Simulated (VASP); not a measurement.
NaSe, 2 atoms in the cell. The structure is cubic, space group Fm-3m (No. 225). The conventional cell has a = 5.821 Å, b = 5.821 Å, c = 5.821 Å, α = 90.00°, β = 90.00°, γ = 90.00°. Na (site symmetry m-3m) has 6 Se at 2.91 Å within 3.8 Å. Within 3.8 Å of Se (site symmetry m-3m) lie 6 Na at 2.91 Å. 

* Program: VASP 6.6.1
* Task: single point
* Functional: PBEsol
* Potentials or basis: VASP PAW PBE potentials, release 64 (Na_pv, Se)
* Cutoff: 520 eV
* k mesh: 7 × 7 × 7
* Occupations: methfessel-paxton, width 0.02 eV
* Spin: no spin polarisation
* Dipole correction: no
* Further INCAR settings: ALGO = Normal; EDIFF = 1e-06; NBANDS = 14

Potentials or basis: VASP PAW PBE potentials, release 64 (Na_pv, Se).

The run is started by

```console
$ cat potpaw_PBE.64/Na_pv/POTCAR potpaw_PBE.64/Se/POTCAR > POTCAR
$ mpirun -np 1 vasp_std > vasp.out
```

Hardware: 1 thread of Oxide Virtual Turin-like Processor (shared host).

**Question.** Estimate the wall time of this run.

**Answer.** Run time: 9 s on 1 thread of Oxide Virtual Turin-like Processor (shared host), peak memory 0.14 GiB. Counts: scf iterations 11, k points 20.
